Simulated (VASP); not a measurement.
# AlCo: single point with PBEsol

AlCo:

```
Co Al
1.0
     2.78130    0.00000    0.00000
     0.00000    2.78130    0.00000
     0.00000    0.00000    2.78130
Co Al
1 1
Direct
  0.50000 0.50000 0.50000
  0.00000 0.00000 0.00000
```

```yaml
Program: VASP 6.6.1
Task: single point
Functional: PBEsol
Potentials_or_basis: VASP PAW PBE potentials, release 64 (Co, Al)
Cutoff: 520 eV
k_mesh: 9 × 9 × 9
Occupations: fermi-dirac, width 0.05 eV
Spin: collinear spin, ferromagnetic start
Starting_moments: "[2.0, 0.0] μB"
```

The pressure is 9.3 GPa and the band gap on the k mesh is zero (filled and empty bands overlap). The net moment is 0.00 μB per cell and the valence electrons inside the program's atomic spheres are Co 8.61; Al 0.87.

Levels at points of the mesh, in eV from the Fermi level:
Spin up:
| k point | band 4 | band 5 | band 6 | band 7 | band 8 | band 9 |
| --- | --- | --- | --- | --- | --- | --- |
| (0.00, 0.00, 0.00) | -0.89 | -0.89 | -0.89 | 6.35 | 6.35 | 6.35 |
Spin down:
| k point | band 2 | band 3 | band 4 | band 5 | band 6 | band 7 | band 8 | band 9 | band 10 | band 11 |
| --- | --- | --- | --- | --- | --- | --- | --- | --- | --- | --- |
| (0.00, 0.00, 0.00) | -3.32 | -3.32 | -0.90 | -0.90 | -0.90 | 6.35 | 6.35 | 6.35 | 9.07 | 9.07 |

Run time: 12 s on 1 thread of Intel(R) Xeon(R) Platinum 8481C CPU @ 2.70GHz (Sapphire Rapids), on a shared host, peak memory 0.16 GiB.

Caveat: the starting moments collapsed, and a magnetic state may lie lower; the PAW data sets were made with another functional, which shifts forces and pressure a little.
